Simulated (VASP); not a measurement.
B2SbAs, 4 atoms in the cell. Symmetry: P-4m2, No. 115, tetragonal system. Conventional cell: a = 3.564 Å, b = 3.564 Å, c = 5.057 Å, α = 90.00°, β = 90.00°, γ = 90.00°. As (site symmetry -4m2) has 4 B at 2.13 Å within 2.8 Å. Within 2.8 Å of B (site symmetry 2mm) lie 2 As at 2.13 Å and 2 Sb at 2.24 Å. Within 3.0 Å of Sb (site symmetry -4m2) lie 4 B at 2.24 Å. 

```yaml
Program: VASP 6.6.1
Task: single point
Functional: PBE
Potentials_or_basis: VASP PAW PBE potentials, release 64 (As, B, Sb)
Cutoff: 520 eV
k_mesh: 6 × 6 × 4
Occupations: gaussian, width 0.01 eV
Spin: no spin polarisation
Dipole_correction: no
Further_INCAR_settings: ALGO = Normal; EDIFF = 1e-06; NBANDS = 16
```

Potentials or basis: VASP PAW PBE potentials, release 64 (As, B, Sb).

Command:

```console
$ cat potpaw_PBE.64/As/POTCAR potpaw_PBE.64/B/POTCAR potpaw_PBE.64/Sb/POTCAR > POTCAR
$ mpirun -np 1 vasp_std > vasp.out
```

Hardware: 1 thread of AMD EPYC 7R13, on a shared host.

Q: How long does it take, and how much memory?

A: Wall time 46 s on 1 thread of AMD EPYC 7R13 (shared host), peak memory 0.17 GiB. Counts: scf iterations 13, k points 30.
